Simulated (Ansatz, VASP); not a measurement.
## C: VASP beside Ansatz

The input INCAR:

```
SYSTEM = C
PREC     = Accurate       ! precision mode
ENCUT    = 600            ! plane-wave cutoff, eV
EDIFF    = 1E-6           ! SCF threshold, eV
ISMEAR   = 0              ! smearing method
SIGMA    = 0.05           ! smearing width, eV
LREAL    = .False.        ! projectors in reciprocal space
LASPH    = .True.         ! aspherical terms in the spheres
NELM     = 120            ! most SCF steps
ALGO     = Normal         ! electronic algorithm
ISIF     = 2              ! what is computed and relaxed
LWAVE    = .False.        ! write WAVECAR
LCHARG   = .False.        ! write CHGCAR
NBANDS   = 11             ! bands
GGA_COMPAT= .False.
```

The input KPOINTS:

```
regular mesh
0
Gamma
  12 12 12
  0 0 0
```

Contents of POSCAR:

```
C
1.0
    1.2280263465      0.7090013417      3.5980366524
   -1.2280263465      0.7090013417      3.5980366524
    0.0000000000     -1.4180026834      3.5980366524
C
2
Direct
    0.1640000000      0.1640000000      0.1640000000
    0.8360000000      0.8360000000      0.8360000000
```

Input for Ansatz:

```yaml
crystal:
  lattice:
    - [1.2280263465, 0.7090013417, 3.5980366524]
    - [-1.2280263465, 0.7090013417, 3.5980366524]
    - [0.0, -1.4180026834, 3.5980366524]
  atoms:
    - { symbol: C, position: [0.164, 0.164, 0.164] }
    - { symbol: C, position: [0.836, 0.836, 0.836] }
basis:
  ecutwfc: 420
kpoints:
  mp_grid: { grid: [12, 12, 12] }
hamiltonian:
  xc: lda
scf:
  occupations: { method: gaussian, width: 0.05 }
output:
  forces: true
  stress: true
  eigenvalues: true
```

Change from the starting cell: strain +0.0750 x Voigt [0, 0, 1, 0, 0, 0], atoms carried along.

Alike in both runs: task single point; functional LDA; k mesh 12 × 12 × 12; occupations gaussian, width 0.05 eV; no spin polarisation.

|  | VASP | Ansatz |
| --- | --- | --- |
| version | VASP 6.6.1 | Ansatz 0.2.0 |
| potentials or method | VASP PAW LDA potentials, release 64 (C), cutoff 600 eV | scalar-relativistic, plane waves, PAW |
| valence electrons in the cell | 8 | 8 |

|  | VASP | Ansatz | Ansatz less VASP |
| --- | --- | --- | --- |
| gap on the k mesh at the Fermi level (eV) | 0.51 | 0.51 | -0.001 |
| least direct gap on the mesh (eV) | 0.51 | 0.51 | -0.001 |
| pressure (GPa) | -3.9 | -4.2 | -0.29 |
| traceless stress, the component that is largest in VASP (GPa) | 1.46 | 2.13 | +0.668 |
| rms of the force components (eV/Å) | 0.569 | 0.572 | +0.0033 |

LDA's correlation is that of Perdew and Zunger in VASP and of Perdew and Wang (1992) in Ansatz. Atom by atom the forces differ by 0.003 eV/Å (rms over components).
